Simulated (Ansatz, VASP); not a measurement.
# SrO: VASP beside Ansatz

```
Sr O
1.0
     0.00000    2.75514    2.85263
     2.75514    0.00000    2.85263
     2.75514    2.75514    0.00000
Sr O
1 1
Direct
  0.00000 0.00000 0.00000
  0.25000 0.25000 0.25000
```

Change from the starting cell: epitaxial_xy strain -1.3%.

Alike in both runs: task single point; functional PBE; k mesh 8 × 8 × 8; occupations fermi-dirac, width 0.02 eV; no spin polarisation.

```csv
,VASP,Ansatz
version,VASP 6.6.1,Ansatz 0.2.0
potentials or method,"VASP PAW PBE potentials, release 64 (Sr_sv, O)","plane waves, PAW"
plane-wave cutoff (eV),600,420
valence electrons in the cell,16,16
```

|  | VASP | Ansatz | Ansatz less VASP |
| --- | --- | --- | --- |
| gap on the k mesh at the Fermi level (eV) | 2.52 | 2.52 | -0.006 |
| pressure (GPa) | 1.7 | 1.3 | -0.40 |
| traceless stress, the component that is largest in VASP (GPa) | -0.31 | -0.33 | -0.017 |

With one functional, cell and mesh, what is left measures potentials, basis and numerics.
